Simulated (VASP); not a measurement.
# B (Pm-3m) in VASP: notebook

Runs on B. Level: PBE0. Tasks: single point.

Program: VASP 6.6.1. These are calculated values, not measurements. Logs are shortened: lines on timing, memory, paths and dates and some standing lists are left out, and cuts for length are marked.

## Step 1: The cell of the first run

Symmetry: Pm-3m, No. 221, cubic system. The conventional cell has a = 1.873 Å, b = 1.873 Å, c = 1.873 Å, α = 90.00°, β = 90.00°, γ = 90.00°. B (site symmetry m-3m) has 6 B at 1.87 Å within 2.5 Å.

## Step 2: Single point, PBE0

POSCAR reads:

```
B
1.0
    1.8725870013      0.0000000000      0.0000000000
    0.0000000000      1.8725870013      0.0000000000
    0.0000000000      0.0000000000      1.8725870013
B
1
Direct
    0.5000000000      0.5000000000      0.5000000000
```

INCAR.step1 reads:

```
  PREC = Accurate
  ENCUT = 520
  EDIFF = 1E-5
  ISMEAR = -1
  SIGMA = 0.05
  LREAL = F
  LASPH = T
  NELM = 100
  ALGO = Normal
  ISIF = 2
  LWAVE = T
  NBANDS = 8
  GGA = PE
```

INCAR.step2 reads:

```
  PREC = Accurate
  ENCUT = 520
  EDIFF = 1E-6
  ISMEAR = -1
  SIGMA = 0.05
  LREAL = F
  LASPH = T
  NELM = 100
  ALGO = Normal
  ISIF = 2
  LWAVE = F
  LCHARG = T
  GGA = PE
  LHFCALC = T
  AEXX = 0.25
  PRECFOCK = Normal
  LELF = T
  LVHAR = T
  NBANDS = 8
  ISTART = 1
```

KPOINTS reads:

```
Automatic mesh
0
Gamma
  7 7 7
```

Potentials or basis: VASP PAW PBE potentials, release 64 (B).

Run with:

```sh
$ cat potpaw_PBE.64/B/POTCAR > POTCAR
$ cp INCAR.step1 INCAR
$ mpirun -np 1 vasp_std > vasp.out
$ cp INCAR.step2 INCAR
$ mpirun -np 1 vasp_std > vasp.out
```

OUTCAR:

```text
PREC = Accurate
   ENCUT = 520
   EDIFF = 1E-6
   ISMEAR = -1
   LREAL = F
   LASPH = T
   NELM = 100
   ISIF = 2
   GGA = PE
   LHFCALC = T
   AEXX = 0.25
   PRECFOCK = Normal
   ISTART = 1

 ion  position               nearest neighbor table
   1  0.500  0.500  0.500-

  LATTYP: Found a simple cubic cell.
 ALAT       =     1.8725870013

  Lattice vectors:

 A1 = (   1.8725870013,   0.0000000000,   0.0000000000)
 A2 = (   0.0000000000,   1.8725870013,   0.0000000000)
 A3 = (   0.0000000000,   0.0000000000,   1.8725870013)

Analysis of symmetry for initial positions (statically):
=====================================================================
 Subroutine PRICEL returns:
 Original cell was already a primitive cell.

 Routine SETGRP: Setting up the symmetry group for a
 simple cubic supercell.

 Subroutine GETGRP returns: Found 48 space group operations
 (whereof 48 operations were pure point group operations)
 out of a pool of 48 trial point group operations.

The static configuration has the point symmetry O_h .

Analysis of symmetry for dynamics (positions and initial velocities):
=====================================================================
 Subroutine PRICEL returns:
 Original cell was already a primitive cell.

 Routine SETGRP: Setting up the symmetry group for a
 simple cubic supercell.

 Subroutine GETGRP returns: Found 48 space group operations
 (whereof 48 operations were pure point group operations)
 out of a pool of 48 trial point group operations.

The dynamic configuration has the point symmetry O_h .

 Subroutine INISYM returns: Found 48 space group operations
 (whereof 48 operations are pure point group operations),
 and found     1 'primitive' translations

----------------------------------------------------------------------------------------

                                     Primitive cell

  volume of cell :       6.5664

  direct lattice vectors                    reciprocal lattice vectors
     1.872587001  0.000000000  0.000000000     0.534020582  0.000000000  0.000000000
     0.000000000  1.872587001  0.000000000     0.000000000  0.534020582  0.000000000
     0.000000000  0.000000000  1.872587001     0.000000000  0.000000000  0.534020582

  length of vectors
     1.872587001  1.872587001  1.872587001     0.534020582  0.534020582  0.534020582

  position of ions in fractional coordinates (direct lattice)
     0.500000000  0.500000000  0.500000000

  ion indices of the primitive-cell ions
   primitive index   ion index
                 1           1

----------------------------------------------------------------------------------------

 KPOINTS: Automatic mesh

Automatic generation of k-mesh.
 Grid dimensions read from file:
 generate k-points for:    7    7    7

 Generating k-lattice:

  Cartesian coordinates                     Fractional coordinates (reciprocal lattice)
     0.076288655  0.000000000  0.000000000     0.142857143  0.000000000  0.000000000
     0.000000000  0.076288655  0.000000000     0.000000000  0.142857143  0.000000000
     0.000000000  0.000000000  0.076288655     0.000000000  0.000000000  0.142857143

  Length of vectors
     0.076288655  0.076288655  0.076288655

  Shift w.r.t. Gamma in fractional coordinates (k-lattice)
     0.000000000  0.000000000  0.000000000

 Subroutine IBZKPT returns following result:
 ===========================================

 Found     20 irreducible k-points:

 Following reciprocal coordinates:
            Coordinates               Weight
  0.000000  0.000000  0.000000      1.000000
  0.142857  0.000000  0.000000      6.000000
  0.285714  0.000000  0.000000      6.000000
  0.428571  0.000000  0.000000      6.000000
  0.142857  0.142857  0.000000     12.000000
  0.285714  0.142857  0.000000     24.000000
[... 12 lines left out ...]
  0.428571  0.428571  0.285714     24.000000
  0.428571  0.428571  0.428571      8.000000
   k-points           NKPTS =     20   k-points in BZ     NKDIM =    343   number of bands    NBANDS=      8
   number of dos      NEDOS =    301   number of ions     NIONS =      1
   total plane-waves  NPLWV =   2744
   dimension x,y,z NGX =    14 NGY =   14 NGZ =   14
   dimension x,y,z NGXF=    28 NGYF=   28 NGZF=   28
   ions per type =               1
   NGX,Y,Z   is equivalent  to a cutoff of  12.43, 12.43, 12.43 a.u.
   NGXF,Y,Z  is equivalent  to a cutoff of  24.86, 24.86, 24.86 a.u.
 SYSTEM =  unknown system
   PREC   = accura    normal or accurate (medium, high low for compatibility)
   ISTART =      1    job   : 0-new  1-cont  2-samecut
   ICHARG =      0    charge: 1-file 2-atom 10-const
   ISPIN  =      1    spin polarized calculation?
   LNONCOLLINEAR =      F non collinear calculations
   LSORBIT =      F    spin-orbit coupling
   LASPH  =      T    aspherical Exc in radial PAW
   ENCUT  =  520.0 eV  38.22 Ry    6.18 a.u.   3.48  3.48  3.48*2*pi/ulx,y,z
   NELM   =    100;   NELMIN=  2; NELMDL=  0     # of ELM steps
   EDIFF  = 0.1E-05   stopping-criterion for ELM
   LREAL  =      F    real-space projection
   EDIFFG = 0.1E-04   stopping-criterion for IOM
   NSW    =      0    number of steps for IOM
   IBRION =     -1    ionic relax: 0-MD 1-quasi-New 2-CG
   NFREE  =      0    steps in history (QN), initial steepest desc. (CG)
   ISIF   =      2    stress and relaxation
   ISYM   =      3    0-nonsym 1-usesym 2-fastsym
   POTIM  = 0.5000    time-step for ionic-motion
   TEBEG  =    0.0;   TEEND  =   0.0 temperature during run
   PSTRESS=    0.0 pullay stress
   NELECT =       3.0000    total number of electrons
   NUPDOWN=      -1.0000    fix difference up-down
   EMIN   =  10.00;   EMAX   =-10.00  energy-range for DOS
   EFERMI =   0.00;   METHOD = LEGACY
   ISMEAR =    -1;   SIGMA  =   0.05  broadening in eV -4-tet -1-fermi 0-gaus
   EFERMI_NEDOS =   21; number of points for ismear=-14 and -15
   IALGO  =     38    algorithm
   IMIX   =      1    mixing-type and parameters
     AMIX     =   0.40;   BMIX     =  1.00
     AMIX_MAG =   1.60;   BMIX_MAG =  1.00
  volume/ion in A,a.u.               =       6.57        44.31
  Fermi-wavevector in a.u.,A,eV,Ry     =   1.260879  2.382715 21.630741  1.589815
  Thomas-Fermi vector in A             =   2.394366
   LORBIT       =      0    0 simple, 1 ext, 2 COOP (PROOUT), +10 PAW based schemes
   GGA     = PE    functional components
   LHFCALC =     T    Hartree Fock is set to
   PRECFOCK=normal    Normal, Fast or Accurate (Low or Medium for compatibility)
   ENCUT4O =  -1.0   cutoff for four orbital integrals eV
   NKREDX  =     1    reduce k-point grid by
   NKREDY  =     1    reduce k-point grid by
   NKREDZ  =     1    reduce k-point grid by
   AEXX    =    0.2500 exact exchange contribution
   HFSCREEN=    0.0000 screening length (either q_TF or 0.3 A-1)
   HFSCREENC=   0.0000 screening length for correlation (either q_TF or 0.3 A-1)
   ENCUTFOCK=  -1.0 apply spherical cutoff to Coloumb kernel
   IVDW    =     0    specifies the selected vdW correction
   LEPSILON=     F    determine dielectric tensor
   LRPA    =     F    only Hartree local field effects (RPA)
 non-spin polarized calculation
  energy-cutoff  :      520.00
  volume of cell :        6.57
 maximum number of plane-waves:       184
 NGX is ok and might be reduce to    14
  NGX = 12; NGY = 12; NGZ = 12

 number of electron       3.0000000 magnetization

 Free energy of the ion-electron system (eV)
  ---------------------------------------------------
  ext. energy  EPLUGINS =         0.00000000
  ---------------------------------------------------
  free energy    TOTEN  =        -6.60978882 eV

  energy without entropy =       -6.60570192  energy(sigma->0) =       -6.60774537

 E-fermi :   6.9156     XC(G=0):  -9.7817

 val. band max:        6.8661042591   @ k =   0.4286   0.2857   0.2857
 cond. band min:       8.7775267649   @ k =   0.4286   0.4286   0.2857
 fundamental gap:      1.9114225057
 Fermi energy:         6.9156241944

 k-point     1 :       0.0000    0.0000    0.0000
  band No.  band energies     occupation
      1     -11.3830      2.00000
      2      22.9513      0.00000
      3      22.9513      0.00000
      4      22.9513      0.00000
      5      33.1910      0.00000
      6      33.1910      0.00000
      7      42.6378      0.00000
      8      63.4667      0.00000

 k-point     2 :       0.1429    0.0000    0.0000
  band No.  band energies     occupation
      1     -10.6083      2.00000
      2      17.3516      0.00000
      3      23.5589      0.00000
      4      23.5589      0.00000
      5      34.0336      0.00000
      6      39.0646      0.00000
      7      42.5836      0.00000
      8      58.7486      0.00000

 k-point     3 :       0.2857    0.0000    0.0000
  band No.  band energies     occupation
      1      -8.2847      2.00000
      2       9.4171      0.00000
      3      25.1626      0.00000
      4      25.1626      0.00000
      5      36.4860      0.00000
      6      40.4203      0.00000
      7      48.8135      0.00000
      8      51.4493      0.00000

 k-point     4 :       0.4286    0.0000    0.0000
  band No.  band energies     occupation
      1      -4.4671      2.00000
      2       1.6029      2.00000
      3      26.8377      0.00000
      4      26.8377      0.00000
      5      39.5858      0.00000
      6      39.9465      0.00000
      7      46.6333      0.00000
      8      46.6333      0.00000

 k-point     5 :       0.1429    0.1429    0.0000
  band No.  band energies     occupation
      1      -9.8331      2.00000
      2      16.5413      0.00000
      3      19.8683      0.00000
      4      24.1581      0.00000
      5      37.5268      0.00000
      6      41.2623      0.00000
      7      42.1696      0.00000
      8      54.8936      0.00000
[... 133 lines left out ...]
 k-point    18 :       0.4286    0.2857    0.2857
  band No.  band energies     occupation
      1       1.6688      2.00000
      2       6.8661      1.45833
      3      15.0949      0.00000
      4      24.6850      0.00000
      5      28.4344      0.00000
      6      30.1849      0.00000
      7      37.7709      0.00000
      8      48.6554      0.00000

 k-point    19 :       0.4286    0.4286    0.2857
  band No.  band energies     occupation
      1       5.1602      2.00000
      2       8.7775      0.00000
      3      12.8651      0.00000
      4      21.7012      0.00000
      5      27.4994      0.00000
      6      32.0996      0.00000
      7      32.5661      0.00000
      8      41.9659      0.00000

 k-point    20 :       0.4286    0.4286    0.4286
  band No.  band energies     occupation
      1      11.3263      0.00000
      2      13.5773      0.00000
      3      13.5773      0.00000
      4      25.3327      0.00000
      5      27.8317      0.00000
      6      27.8317      0.00000
      7      29.0439      0.00000
      8      35.6597      0.00000

------------------------ aborting loop because EDIFF is reached ----------------------------------------

  FORCE on cell =-STRESS in cart. coord.  units (eV):
  Direction    XX          YY          ZZ          XY          YZ          ZX
  --------------------------------------------------------------------------------------
  -------------------------------------------------------------------------------------
  Total       -0.0135502     -0.0135502     -0.0135502      0.0000000     -0.0000000      0.0000000
  in kB       -3.3062003     -3.3062003     -3.3062003      0.0000000     -0.0000000      0.0000000
  external PRESSURE =      -3.3062003 kB  Pullay stress =       0.0000000 kB

 VOLUME and BASIS-vectors are now :
 -----------------------------------------------------------------------------
  energy-cutoff  :      520.00
  volume of cell :        6.57
      direct lattice vectors                 reciprocal lattice vectors
     1.872587001  0.000000000  0.000000000     0.534020582  0.000000000  0.000000000
     0.000000000  1.872587001  0.000000000     0.000000000  0.534020582  0.000000000
     0.000000000  0.000000000  1.872587001     0.000000000  0.000000000  0.534020582

 POSITION                                       TOTAL-FORCE (eV/Angst)
 -----------------------------------------------------------------------------------
      0.93629      0.93629      0.93629         0.000000      0.000000      0.000000
 -----------------------------------------------------------------------------------
    total drift:                                0.000000      0.000000      0.000000

  FREE ENERGIE OF THE ION-ELECTRON SYSTEM (eV)
  ---------------------------------------------------
  free  energy   TOTEN  =        -6.6097888201 eV

  energy  without entropy=       -6.6057019215  energy(sigma->0) =       -6.60774537
```

It took 100 s on 1 thread of AMD EPYC 7R13, shared host; peak memory 0.08 GiB.

Results:

| Quantity | Value |
| --- | --- |
| Free energy | -6.6098 eV |
| Pressure | -0.3 GPa |

Caveat: the k points lie up to 0.48 Å⁻¹ apart; the PAW data sets were made with another functional, which shifts forces and pressure a little.

## Step 3: Single point, PBE0

This run uses another cell than the first one, of 6.70 Å³/atom, 1.020 times its volume.

POSCAR reads:

```
B
1.0
    1.8852400000      0.0000000000      0.0000000000
    0.0000000000      1.8852400000      0.0000000000
    0.0000000000      0.0000000000      1.8852400000
B
1
Direct
    0.5000000000      0.5000000000      0.5000000000
```

INCAR.step1 reads:

```
PREC     = Accurate       # precision mode
ENCUT    = 520            # plane-wave cutoff, eV
EDIFF    = 1E-5           # SCF threshold, eV
ISMEAR   = -1             # smearing method
SIGMA    = 0.05           # smearing width, eV
LREAL    = F              # projectors in reciprocal space
LASPH    = T              # aspherical terms in the spheres
NELM     = 100            # most SCF steps
ALGO     = Normal         # electronic algorithm
ISIF     = 2              # what is computed and relaxed
LWAVE    = T              # write WAVECAR
GGA      = PE             # functional
NBANDS   = 8              # bands
```

INCAR.step2 reads:

```
PREC     = Accurate       # precision mode
ENCUT    = 520            # plane-wave cutoff, eV
EDIFF    = 1E-7           # SCF threshold, eV
ISMEAR   = -1             # smearing method
SIGMA    = 0.05           # smearing width, eV
LREAL    = F              # projectors in reciprocal space
LASPH    = T              # aspherical terms in the spheres
NELM     = 100            # most SCF steps
ALGO     = Normal         # electronic algorithm
ISIF     = 2              # what is computed and relaxed
LWAVE    = F              # write WAVECAR
LCHARG   = T              # write CHGCAR
GGA      = PE             # functional
LHFCALC  = T              # exact exchange
AEXX     = 0.25           # exact-exchange fraction
PRECFOCK = Normal       
LELF     = T              # ELF
LVHAR    = T            
ISTART   = 1            
NBANDS   = 8              # bands
```

KPOINTS reads:

```
regular mesh
0
Gamma
  7 7 7
```

Potentials or basis: VASP PAW PBE potentials, release 64 (B).

Run with:

```sh
$ cat potpaw_PBE.64/B/POTCAR > POTCAR
$ cp INCAR.step1 INCAR
$ mpirun -np 1 vasp_std > vasp.out
$ cp INCAR.step2 INCAR
$ mpirun -np 1 vasp_std > vasp.out
```

It took 2 min on 1 thread of AMD EPYC 7R13, shared host; peak memory 0.08 GiB.

It converged, with:

```yaml
Free_energy: -6.6076 eV
Pressure: -5.2 GPa
```

Levels at points of the mesh, in eV from the Fermi level:
| k point | band 1 | band 2 | band 3 | band 4 |
| --- | --- | --- | --- | --- |
| (0.00, 0.00, 0.00) | -18.09 | 15.80 | 15.80 | 15.80 |

Caveat: the k points lie up to 0.48 Å⁻¹ apart; the PAW data sets were made with another functional, which shifts forces and pressure a little.

## Step 4: Single point, PBE0

This run uses another cell than the first one, of 6.83 Å³/atom, 1.041 times its volume.

POSCAR reads:

```
B
1.0
    1.8977253970      0.0000000000      0.0000000000
    0.0000000000      1.8977253970      0.0000000000
    0.0000000000      0.0000000000      1.8977253970
B
1
Direct
    0.5000000000      0.5000000000      0.5000000000
```

INCAR.step1 reads:

```
ALGO = Normal ; EDIFF = 1E-5
ENCUT = 520 ; GGA = PE
ISIF = 2 ; ISMEAR = -1
LASPH = True ; LREAL = False
LWAVE = True ; NBANDS = 8
NELM = 60 ; PREC = Accurate
SIGMA = 0.05
```

INCAR.step2 reads:

```
AEXX = 0.25 ; ALGO = Normal
EDIFF = 1E-6 ; ENCUT = 520
GGA = PE ; ISIF = 2
ISMEAR = -1 ; ISTART = 1
LASPH = True ; LCHARG = True
LELF = True ; LHFCALC = True
LREAL = False ; LVHAR = True
LWAVE = False ; NBANDS = 8
NELM = 60 ; PREC = Accurate
PRECFOCK = Normal ; SIGMA = 0.05
```

KPOINTS reads:

```
k-points
0
Gamma
  7 7 7
```

Run with:

```sh
$ cat potpaw_PBE.64/B/POTCAR > POTCAR
$ cp INCAR.step1 INCAR
$ mpirun -np 1 vasp_std > vasp.out
$ cp INCAR.step2 INCAR
$ mpirun -np 1 vasp_std > vasp.out
```

Run time: 89 s. Hardware: 1 thread of AMD EPYC 7R13, shared host; peak memory 0.08 GiB.

Results (log left out):

```
Free energy : -6.6014 eV
Pressure    : -9.7 GPa
```

Levels at points of the mesh, in eV from the Fermi level:
```csv
k point,band 1,band 2,band 3,band 4,band 5
"(0.00, 0.00, 0.00)",-17.89,15.57,15.57,15.57,25.74
```

Caveat: the k points lie up to 0.47 Å⁻¹ apart; the PAW data sets were made with another functional, which shifts forces and pressure a little.

## Step 5: Overview

| cell | gap on the mesh (eV) | pressure (GPa) |
| --- | --- | --- |
| a = 1.873 Å, 1 atom | none | -0.3 |
| a = 1.885 Å, 1 atom | none | -5.2 |
| a = 1.898 Å, 1 atom | none | -9.7 |

Alike in all rows: task single point; level PBE0; potentials or basis VASP PAW PBE potentials, release 64 (B); no spin polarisation; k mesh 7 × 7 × 7; cutoff (eV) 520; smearing fermi-dirac 0.05 eV.

Caveats: all runs use coarse meshes; the PAW data sets were made with another functional, which shifts forces and pressure a little.

Absolute energies hang on the potentials; compare differences alone.
